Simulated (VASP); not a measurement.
# SnSe (Fm-3m) in VASP: G0W0 quasiparticle levels with r2SCAN

Aim: the G0W0 quasiparticle levels of SnSe with r2SCAN.

Everything below comes from runs of VASP 6.6.1. Logs are shortened: lines on timing, memory, paths and dates and some standing lists are left out, and cuts for length are marked.

**1. The cell of the first run**

The structure is cubic, space group Fm-3m (No. 225). The conventional cell has a = 5.970 Å, b = 5.970 Å, c = 5.970 Å, α = 90.00°, β = 90.00°, γ = 90.00°. Within 3.9 Å of Sn (site symmetry m-3m) lie 6 Se at 2.98 Å. Within 3.9 Å of Se (site symmetry m-3m) lie 6 Sn at 2.98 Å.

**2. G0W0 quasiparticle levels, r2SCAN**

Contents of POSCAR:

```
SnSe
1.0
    0.0000000000      2.9848894944      2.9848894944
    2.9848894944      0.0000000000      2.9848894944
    2.9848894944      2.9848894944      0.0000000000
Sn Se
1 1
Direct
    0.0000000000      0.0000000000      0.0000000000
    0.5000000000      0.5000000000      0.5000000000
```

Contents of INCAR.step1:

```
SYSTEM = SnSe
  PREC = Accurate
  ENCUT = 500
  EDIFF = 1E-8
  ISMEAR = 0
  SIGMA = 0.01
  LREAL = .False.
  LASPH = .True.
  NELM = 60
  ALGO = Normal
  LWAVE = .True.
  LCHARG = .False.
  METAGGA = R2SCAN
  LMIXTAU = .True.
```

Contents of INCAR.step2:

```
SYSTEM = SnSe
  PREC = Accurate
  ENCUT = 500
  EDIFF = 1E-8
  ISMEAR = 0
  SIGMA = 0.01
  LREAL = .False.
  LASPH = .True.
  NELM = 1
  ALGO = Exact
  LWAVE = .True.
  LCHARG = .False.
  METAGGA = R2SCAN
  LMIXTAU = .True.
  NBANDS = 301
  LOPTICS = .True.
  ISTART = 1
```

Contents of INCAR.step3:

```
SYSTEM = SnSe
  PREC = Accurate
  ENCUT = 500
  EDIFF = 1E-8
  ISMEAR = 0
  SIGMA = 0.01
  LREAL = .False.
  LASPH = .True.
  ALGO = EVGW0
  LWAVE = .False.
  LCHARG = .False.
  METAGGA = R2SCAN
  LMIXTAU = .True.
  NELMGW = 1
  NBANDS = 301
  ENCUTGW = 180.0
  NOMEGA = 48
  PRECFOCK = Fast
  ISTART = 1
  NBANDSGW = 18
```

Contents of KPOINTS:

```
Automatic mesh
0
Gamma
  6 6 6
  0 0 0
```

Potentials or basis: VASP PAW PBE potentials, release 64 (Sn_d_GW, Se_GW).

Command:

```console
cat potpaw_PBE.64/Sn_d_GW/POTCAR potpaw_PBE.64/Se_GW/POTCAR > POTCAR
cp INCAR.step1 INCAR
mpirun -np 1 vasp_std > vasp.out
cp INCAR.step2 INCAR
mpirun -np 1 vasp_std > vasp.out
cp INCAR.step3 INCAR
mpirun -np 1 vasp_std > vasp.out
```

OUTCAR:

```text
SYSTEM = SnSe
   PREC = Accurate
   ENCUT = 500
   EDIFF = 1E-8
   ISMEAR = 0
   LREAL = .False.
   LASPH = .True.
   METAGGA = R2SCAN
   NELMGW = 1
   ENCUTGW = 180.0
   PRECFOCK = Fast
   ISTART = 1

 ion  position               nearest neighbor table
   1  0.000  0.000  0.000-
   2  0.500  0.500  0.500-

  LATTYP: Found a face centered cubic cell.
 ALAT       =     5.9697789888

  Lattice vectors:

 A1 = (   0.0000000000,   2.9848894944,   2.9848894944)
 A2 = (   2.9848894944,   0.0000000000,   2.9848894944)
 A3 = (   2.9848894944,   2.9848894944,   0.0000000000)

Analysis of symmetry for initial positions (statically):
=====================================================================
 Subroutine PRICEL returns:
 Original cell was already a primitive cell.

 Routine SETGRP: Setting up the symmetry group for a
 face centered cubic supercell.

 Subroutine GETGRP returns: Found 48 space group operations
 (whereof 48 operations were pure point group operations)
 out of a pool of 48 trial point group operations.

The static configuration has the point symmetry O_h .

Analysis of symmetry for dynamics (positions and initial velocities):
=====================================================================
 Subroutine PRICEL returns:
 Original cell was already a primitive cell.

 Routine SETGRP: Setting up the symmetry group for a
 face centered cubic supercell.

 Subroutine GETGRP returns: Found 48 space group operations
 (whereof 48 operations were pure point group operations)
 out of a pool of 48 trial point group operations.

The dynamic configuration has the point symmetry O_h .

 Subroutine INISYM returns: Found 48 space group operations
 (whereof 48 operations are pure point group operations),
 and found     1 'primitive' translations

----------------------------------------------------------------------------------------

                                     Primitive cell

  volume of cell :      53.1881

  direct lattice vectors                    reciprocal lattice vectors
     0.000000000  2.984889494  2.984889494    -0.167510389  0.167510389  0.167510389
     2.984889494  0.000000000  2.984889494     0.167510389 -0.167510389  0.167510389
     2.984889494  2.984889494  0.000000000     0.167510389  0.167510389 -0.167510389

  length of vectors
     4.221271205  4.221271205  4.221271205     0.290136504  0.290136504  0.290136504

  position of ions in fractional coordinates (direct lattice)
     0.000000000  0.000000000  0.000000000
     0.500000000  0.500000000  0.500000000

  ion indices of the primitive-cell ions
   primitive index   ion index
                 1           1
                 2           2

----------------------------------------------------------------------------------------

 KPOINTS: Automatic mesh

Automatic generation of k-mesh.
 Grid dimensions read from file:
 generate k-points for:    6    6    6

 Generating k-lattice:

  Cartesian coordinates                     Fractional coordinates (reciprocal lattice)
    -0.027918398  0.027918398  0.027918398     0.166666667  0.000000000  0.000000000
     0.027918398 -0.027918398  0.027918398     0.000000000  0.166666667  0.000000000
     0.027918398  0.027918398 -0.027918398     0.000000000  0.000000000  0.166666667

  Length of vectors
     0.048356084  0.048356084  0.048356084

  Shift w.r.t. Gamma in fractional coordinates (k-lattice)
     0.000000000  0.000000000  0.000000000

 Subroutine IBZKPT returns following result:
 ===========================================

 Found     16 irreducible k-points:

 Following reciprocal coordinates:
            Coordinates               Weight
  0.000000  0.000000  0.000000      1.000000
  0.166667  0.000000  0.000000      8.000000
  0.333333  0.000000  0.000000      8.000000
  0.500000  0.000000  0.000000      4.000000
  0.166667  0.166667  0.000000      6.000000
  0.333333  0.166667  0.000000     24.000000
[... 8 lines left out ...]
 -0.333333  0.333333  0.166667     24.000000
 -0.333333  0.500000  0.166667     12.000000
   k-points           NKPTS =     16   k-points in BZ     NKDIM =    216   number of bands    NBANDS=    301
   number of dos      NEDOS =    301   number of ions     NIONS =      2
   total plane-waves  NPLWV =  32768
   dimension x,y,z NGX =    32 NGY =   32 NGZ =   32
   dimension x,y,z NGXF=    64 NGYF=   64 NGZF=   64
   ions per type =               1   1
   NGX,Y,Z   is equivalent  to a cutoff of  12.60, 12.60, 12.60 a.u.
   NGXF,Y,Z  is equivalent  to a cutoff of  25.21, 25.21, 25.21 a.u.
 SYSTEM =  SnSe
   PREC   = accura    normal or accurate (medium, high low for compatibility)
   ISTART =      1    job   : 0-new  1-cont  2-samecut
   ICHARG =      0    charge: 1-file 2-atom 10-const
   ISPIN  =      1    spin polarized calculation?
   LNONCOLLINEAR =      F non collinear calculations
   LSORBIT =      F    spin-orbit coupling
   LASPH  =      T    aspherical Exc in radial PAW
   ENCUT  =  500.0 eV  36.75 Ry    6.06 a.u.   7.70  7.70  7.70*2*pi/ulx,y,z
   NELM   =     60;   NELMIN=  2; NELMDL=  0     # of ELM steps
   EDIFF  = 0.1E-07   stopping-criterion for ELM
   LREAL  =      F    real-space projection
   EDIFFG = 0.1E-06   stopping-criterion for IOM
   NSW    =      0    number of steps for IOM
   IBRION =     -1    ionic relax: 0-MD 1-quasi-New 2-CG
   NFREE  =      0    steps in history (QN), initial steepest desc. (CG)
   ISIF   =      0    stress and relaxation
   ISYM   =      3    0-nonsym 1-usesym 2-fastsym
   POTIM  = 0.5000    time-step for ionic-motion
   TEBEG  =    0.0;   TEEND  =   0.0 temperature during run
   PSTRESS=    0.0 pullay stress
   NELECT =      20.0000    total number of electrons
   NUPDOWN=      -1.0000    fix difference up-down
   EMIN   =  10.00;   EMAX   =-10.00  energy-range for DOS
   EFERMI =   0.00;   METHOD = LEGACY
   ISMEAR =     0;   SIGMA  =   0.01  broadening in eV -4-tet -1-fermi 0-gaus
   EFERMI_NEDOS =   21; number of points for ismear=-14 and -15
   IALGO  =     38    algorithm
   IMIX   =      4    mixing-type and parameters
     AMIX     =   0.40;   BMIX     =  1.00
     AMIX_MAG =   1.60;   BMIX_MAG =  1.00
  volume/ion in A,a.u.               =      26.59       179.47
  Fermi-wavevector in a.u.,A,eV,Ry     =   1.181626  2.232949 18.996987  1.396239
  Thomas-Fermi vector in A             =   2.317895
   LORBIT       =      0    0 simple, 1 ext, 2 COOP (PROOUT), +10 PAW based schemes
   METAGGA = R2SCAN    functional components
   LHFCALC =     T    Hartree Fock is set to
   PRECFOCK=fast      Normal, Fast or Accurate (Low or Medium for compatibility)
   ENCUT4O =  -1.0   cutoff for four orbital integrals eV
   NKREDX  =     1    reduce k-point grid by
   NKREDY  =     1    reduce k-point grid by
   NKREDZ  =     1    reduce k-point grid by
   AEXX    =    1.0000 exact exchange contribution
   HFSCREEN=    0.0000 screening length (either q_TF or 0.3 A-1)
   HFSCREENC=   0.0000 screening length for correlation (either q_TF or 0.3 A-1)
   ENCUTFOCK=  -1.0 apply spherical cutoff to Coloumb kernel
   IVDW    =     0    specifies the selected vdW correction
   LEPSILON=     F    determine dielectric tensor
   LRPA    =     F    only Hartree local field effects (RPA)
   LRPAFORCE           =     F    calculate RPA forces
   ENCUTGW             = 180.0    cutoff for response function in eV
   ENCUTGWSOFT         = 144.0    soft cutoff for Coulomb kernel in GW response function in eV
   ENCUTLF             =  -1.0    cutoff for local field effects
   NELMGW              =     1    number of iterations in solving QP/BSE equation
   NELMHF              =     1    number of iterations in the inner HF iteration
   NKREDLFX            =     1    NKREDLFY  =   1   NKREDLFZ  =   1
 non-spin polarized calculation
 Gauss-broadening in eV      SIGMA  =   0.01
  energy-cutoff  :      500.00
  volume of cell :       53.19
 maximum number of plane-waves:      1363
  NGX = 18; NGY = 18; NGZ = 18
   NGX = 15   NGY = 15   NGZ = 15
 maximum number of plane-waves:       302

 QP shifts <psi_nk| G(iteration)W_0 |psi_nk>: iteration 1
 for sc-GW calculations column KS-energies equals QP-energies in previous step
 and V_xc(KS)=  KS-energies - (<T + V_ion + V_H > + <T+V_H+V_ion>^1  + <V_x>^1)

 k-point   1 :       0.0000    0.0000    0.0000
  band No.  KS-energies  QP-energies   sigma(KS)   V_xc(KS)     V^pw_x(r,r')   Z            occupation Imag(sigma)

      1     -17.7963     -19.7877     -21.3447     -18.3603     -27.0858       0.6672       2.0000       0.1408
      2     -17.7963     -19.7877     -21.3447     -18.3603     -27.0858       0.6672       2.0000       0.1408
      3     -17.7963     -19.7877     -21.3447     -18.3603     -27.0858       0.6672       2.0000       0.1408
      4     -17.7963     -19.7877     -21.3447     -18.3603     -27.0858       0.6672       2.0000       0.1408
      5     -17.7963     -19.7877     -21.3447     -18.3603     -27.0858       0.6672       2.0000       0.1408
      6     -10.1378      -9.9474     -12.5256     -12.8243     -19.4560       0.6376       2.0000       1.1233
[... 10 lines left out ...]
     17      13.1236      12.8413     -10.0959      -9.7261      -4.9471       0.7633       0.0000      -0.4022
     18      13.1236      12.8413     -10.0959      -9.7261      -4.9471       0.7633       0.0000      -0.4022

 k-point   2 :       0.1667    0.0000    0.0000
  band No.  KS-energies  QP-energies   sigma(KS)   V_xc(KS)     V^pw_x(r,r')   Z            occupation Imag(sigma)

      1     -17.7983     -19.7967     -21.3539     -18.3634     -27.1064       0.6683       2.0000       0.1519
      2     -17.7983     -19.7967     -21.3539     -18.3634     -27.1064       0.6683       2.0000       0.1519
      3     -17.7962     -19.7780     -21.3325     -18.3530     -27.0602       0.6651       2.0000       0.1331
      4     -17.7930     -19.7836     -21.3462     -18.3624     -27.0820       0.6671       2.0000       0.1380
      5     -17.7930     -19.7836     -21.3462     -18.3624     -27.0820       0.6671       2.0000       0.1380
      6      -9.9293      -9.7446     -12.6282     -12.9176     -19.4720       0.6383       2.0000       1.0801
[... 10 lines left out ...]
     17      14.9502      14.5906     -10.3619      -9.8850      -4.5515       0.7540       0.0000      -0.6252
     18      14.9502      14.5906     -10.3619      -9.8850      -4.5515       0.7540       0.0000      -0.6252

 k-point   3 :       0.3333    0.0000    0.0000
  band No.  KS-energies  QP-energies   sigma(KS)   V_xc(KS)     V^pw_x(r,r')   Z            occupation Imag(sigma)
[... 265 lines left out ...]
      1     -17.8173     -19.7911     -21.3052     -18.3402     -27.1029       0.6657       2.0000       0.1796
      2     -17.7978     -19.8046     -21.3629     -18.3662     -27.1193       0.6697       2.0000       0.1638
      3     -17.7898     -19.7806     -21.3432     -18.3617     -27.0716       0.6677       2.0000       0.1352
      4     -17.7898     -19.7806     -21.3432     -18.3617     -27.0716       0.6677       2.0000       0.1352
      5     -17.7795     -19.7837     -21.3596     -18.3748     -27.0818       0.6715       2.0000       0.1315
      6      -8.8496      -8.6960     -13.4029     -13.6401     -19.7703       0.6473       2.0000       0.8519
[... 10 lines left out ...]
     17      16.7925      16.2411      -9.0968      -8.3705      -3.1116       0.7591       0.0000      -0.6354
     18      17.8030      17.4566     -10.4130      -9.9752      -4.1623       0.7912       0.0000      -0.9618

 k-point  16 :      -0.3333    0.5000    0.1667
  band No.  KS-energies  QP-energies   sigma(KS)   V_xc(KS)     V^pw_x(r,r')   Z            occupation Imag(sigma)

      1     -17.8250     -19.7848     -21.2786     -18.3294     -27.0947       0.6645       2.0000       0.1853
      2     -17.7977     -19.7771     -21.3277     -18.3501     -27.0564       0.6648       2.0000       0.1345
      3     -17.7924     -19.8058     -21.3734     -18.3752     -27.1328       0.6716       2.0000       0.1618
      4     -17.7840     -19.7796     -21.3503     -18.3681     -27.0737       0.6692       2.0000       0.1322
      5     -17.7770     -19.7824     -21.3618     -18.3776     -27.0826       0.6720       2.0000       0.1309
      6      -8.7625      -8.6210     -13.4951     -13.7129     -19.8054       0.6495       2.0000       0.8281
[... 10 lines left out ...]
     17      17.8882      17.4475      -9.7562      -9.1704      -3.6215       0.7523       0.0000      -0.7048
     18      18.5365      18.2319     -10.6564     -10.2710      -4.4062       0.7904       0.0000      -0.9066
```

Run time: 48 min. Hardware: 1 thread of Intel Xeon 6975P-C (Granite Rapids), shared host; peak memory 2 GiB.

What came out:

```
Quasiparticle gap                                   : 0.65 eV
Least direct quasiparticle gap                      : 0.65 eV
Band gap of the starting levels on the mesh         : 0.57 eV
Least direct gap of the starting levels on the mesh : 0.57 eV
```

Caveat: bands, screening cutoff and mesh are small and nothing is extrapolated, so the quasiparticle values aren't converged; spin-orbit coupling is left out, which moves the levels of the heavy elements.
